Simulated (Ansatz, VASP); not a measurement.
# KI in VASP and in Ansatz

```
K I
1.0
     0.00000    3.34832    3.43644
     3.34832    0.00000    3.43644
     3.34832    3.34832    0.00000
K I
1 1
Cartesian
  0.0000 0.0000 0.0000
  3.3483 3.3483 3.4364
```

Change from the starting cell: strain -0.050 along x and y, -0.025 along z, atoms carried along.

Alike in both runs: task single point; functional PBE; k mesh 6 × 6 × 6; occupations gaussian, width 0.05 eV; no spin polarisation.

|  | VASP | Ansatz |
| --- | --- | --- |
| version | VASP 6.6.1 | Ansatz 0.2.0 |
| potentials or method | VASP PAW PBE potentials, release 64 (K_sv, I), cutoff 520 eV | scalar-relativistic, plane waves, PAW |
| valence electrons in the cell | 16 | 26 |

|  | VASP | Ansatz | Ansatz less VASP |
| --- | --- | --- | --- |
| gap on the k mesh at the Fermi level (eV) | 4.29 | 4.30 | +0.006 |
| least direct gap on the mesh (eV) | 4.29 | 4.30 | +0.006 |
| pressure (GPa) | 3.1 | 3.1 | -0.07 |
| traceless stress, the component that is largest in VASP (GPa) | -0.85 | -0.84 | +0.010 |

VASP's potentials hold 16 valence electrons a cell and Ansatz's 26, so a difference there can come from the potentials and not from the codes.

Spin-orbit coupling is off throughout.
